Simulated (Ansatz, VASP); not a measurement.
## One calculation of InSb, two programs

```xyz
2
Lattice="0.0000 3.2389 3.2389 3.2389 0.0000 3.2389 3.2389 3.2389 0.0000" Properties=species:S:1:pos:R:3 pbc="T T T"
In    0.0000    0.0000    0.0000
Sb    1.6194    1.6194    1.6194
```

Alike in both runs: task single point; functional r2SCAN; k mesh 9 × 9 × 9; no spin polarisation.

```csv
,VASP,Ansatz
version,VASP 6.6.1,Ansatz 0.2.0
potentials or method,"VASP PAW PBE potentials, release 64 (In_d, Sb), cutoff 520 eV",PAW plane waves
occupations,"fermi-dirac, width 0.1 eV",fermi-dirac
valence electrons in the cell,18,28
```

|  | VASP | Ansatz | Ansatz less VASP |
| --- | --- | --- | --- |
| pressure (GPa) | 1.7 | 1.7 | -0.01 |

VASP's potentials were made for PBE, not for r2SCAN. VASP's potentials hold 18 valence electrons a cell and Ansatz's 28, so a difference there can come from the potentials and not from the codes.

Spin-orbit coupling is off throughout.
